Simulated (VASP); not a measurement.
Input of a VASP 6.6.1 run:

Contents of INCAR:

```
SYSTEM = K2HfSe3
PREC = Accurate
ENCUT = 520
EDIFF = 1E-6
ISMEAR = 0
SIGMA = 0.1
LREAL = .False.
LASPH = .True.
NELM = 80
ALGO = Normal
ISIF = 2
LWAVE = .False.
LCHARG = .True.
GGA = PE
LELF = .True.
LVHAR = .True.
NBANDS = 32
```

KPOINTS

```
regular mesh
0
Gamma
  4 4 2
  0 0 0
```

The input POSCAR:

```
K2HfSe3
1.0
    4.2855269000      0.0000000000      0.0000000000
    0.0000000000      4.2855269000      0.0000000000
    0.0000000000      0.0000000000      9.4411036100
K Hf Se
2 1 3
Direct
    0.0000000000      0.5000000000      0.7376120100
    0.5000000000      0.0000000000      0.2623879900
    0.0000000000      0.0000000000      0.0000000000
    0.5000000000      0.5000000000      0.0000000000
    0.0000000000      0.5000000000      0.3786259900
    0.5000000000      0.0000000000      0.6213740100
```

Potentials or basis: VASP PAW PBE potentials, release 64 (K_sv, Hf_pv, Se).

Launch:

```console
$ cat potpaw_PBE.64/K_sv/POTCAR potpaw_PBE.64/Hf_pv/POTCAR potpaw_PBE.64/Se/POTCAR > POTCAR
$ mpirun -np 1 vasp_std > vasp.out
```

Task: Estimate the largest force.

Result: 1.513 eV/Å.

Task: What does it give for the band gap on the k mesh?

Result: Zero (band 23 reaches 1.71 eV, above the bottom of band 24 at 1.44 eV).

Task: What does it give for the pressure?

Result: -2.1 GPa.

Stress tensor (GPa, compression positive):
```
-3.83  0.00  0.00
 0.00 -3.83  0.00
 0.00  0.00  1.36
```

Caveat: the k points lie up to 0.37 Å⁻¹ apart; spin-orbit coupling is left out, which moves the levels of the heavy elements; forces of over 1 eV/Å act on the atoms, so gaps and moduli don't describe the material at rest.
